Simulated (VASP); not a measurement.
Crystal: SnS4.

```xyz
5
Lattice="5.1137 0.0000 0.0000 0.0000 5.1137 0.0000 0.0000 0.0000 5.1137" Properties=species:S:1:pos:R:3 pbc="T T T"
Sn    0.0000    0.0000    0.0000
S     1.2784    1.2784    1.2784
S     3.8353    3.8353    1.2784
S     1.2784    3.8353    3.8353
S     3.8353    1.2784    3.8353
```

```yaml
Program: VASP 6.6.1
Task: relaxation of cell and atoms
Functional: PBE
Potentials_or_basis: VASP PAW PBE potentials, release 64 (Sn_d, S)
Cutoff: 600 eV
k_mesh: 4 × 4 × 4
Occupations: gaussian, width 0.1 eV
Spin: no spin polarisation
```

At the start: pressure 8.9 GPa; volume 26.74 Å³/atom.

Q: How do energy, volume and symmetry change on relaxing?

A: Over 18 steps the energy falls by 315.2 meV/atom and the volume is 22.48 Å³/atom (-15.9 %); space group P-43m (No. 215, to 0.05 Å).

The path:
```csv
step,energy change (eV),largest force (eV/Å),pressure (GPa),volume (Å³)
1,0.0000,3.5302,8.91,133.72
2,-0.3497,0.8935,-6.55,164.61
3,-0.9212,0.4144,-2.05,148.83
4,-0.9223,0.4772,-1.83,148.34
5,-0.9223,0.5174,-1.69,148.04
6,-1.0306,0.5450,-1.53,142.85
7,-1.3127,0.6452,-0.34,128.02
8,-1.2765,0.8200,8.37,101.51
9,-1.4247,0.7892,2.32,115.99
10,-1.4277,0.8046,3.59,111.85
11,-1.4802,0.6060,3.04,110.99
12,-1.5498,0.1909,2.19,108.72
13,-1.5513,0.0911,2.12,108.26
14,-1.5680,0.0753,1.22,110.06
15,-1.5756,0.0413,-0.05,112.85
16,-1.5758,0.0458,0.09,112.52
17,-1.5758,0.0469,0.13,112.44
18,-1.5760,0.0380,0.11,112.41
```

Final structure:
```
CELL_PARAMETERS angstrom
4.82622 0.00000 0.00000
0.00000 4.82622 0.00000
0.00000 0.00000 4.82622
ATOMIC_POSITIONS crystal
Sn 0.00000 0.00000 0.00000
S 0.29271 0.29271 0.29271
S 0.70729 0.70729 0.29271
S 0.29271 0.70729 0.70729
S 0.70729 0.29271 0.70729
```

Caveat: the volume moved by over 15 % at a fixed basis, so the end points are rough.
